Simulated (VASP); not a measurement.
Input of a VASP 6.6.1 run:

Contents of INCAR:

```
  PREC = Accurate
  ENCUT = 520
  EDIFF = 1E-6
  ISMEAR = 0
  SIGMA = 0.1
  LREAL = False
  LASPH = True
  NELM = 80
  ALGO = Normal
  ISIF = 2
  LWAVE = False
  LCHARG = False
  LDIPOL = True
  IDIPOL = 3
  DIPOL = 0.5 0.5 0.306
  GGA = PE
  NBANDS = 32
```

KPOINTS

```
Automatic mesh
0
Gamma
  6 6 1
```

Contents of POSCAR:

```
Al6H
1.0
    5.7135165837      0.0000000000      0.0000000000
   -2.8567582918      4.9480505064      0.0000000000
    0.0000000000      0.0000000000     22.6013782090
Al H
12 2
Direct
    0.3333333333      0.1666666667      0.1769803577
    0.3333333333      0.6666666667      0.1769803577
    0.8333333333      0.1666666667      0.1769803577
    0.8333333333      0.6666666667      0.1769803577
    0.1666666667      0.3333333333      0.2787759109
    0.1666666667      0.8333333333      0.2787759109
    0.6666666667      0.3333333333      0.2787759109
    0.6666666667      0.8333333333      0.2787759109
    0.0000000000      0.0000000000      0.3805687480
    0.0000000000      0.5000000000      0.3805687480
    0.5000000000      0.0000000000      0.3805687480
    0.5000000000      0.5000000000      0.3805687480
    0.1931173437      0.5000000000      0.4712711814
    0.3068826563      0.5000000000      0.4712711814
```

Potentials or basis: VASP PAW PBE potentials, release 64 (Al, H).

Run with:

```sh
$ cat potpaw_PBE.64/Al/POTCAR potpaw_PBE.64/H/POTCAR > POTCAR
$ mpirun -np 1 vasp_std > vasp.out
```

**Question.** Estimate the largest force.

**Answer.** 5.246 eV/Å.

**Question.** What does it give for the band gap on the k mesh?

**Answer.** Zero (bands 19 and 20 overlap by 0.99 eV).

Forces on the atoms (eV/Å):
```
Al   0.014 -0.039 -0.041
Al   0.000  0.016 -0.053
Al  -0.014 -0.039 -0.041
Al   0.000  0.066 -0.048
Al   0.000  0.034 -0.035
Al  -0.018  0.002 -0.034
Al   0.000  0.031  0.046
Al   0.018  0.002 -0.034
Al   0.000 -0.007 -0.040
Al  -0.208 -0.003 -0.380
Al   0.000  0.000 -0.062
Al   0.208 -0.003 -0.380
H   -5.217 -0.030  0.552
H    5.217 -0.030  0.552
```
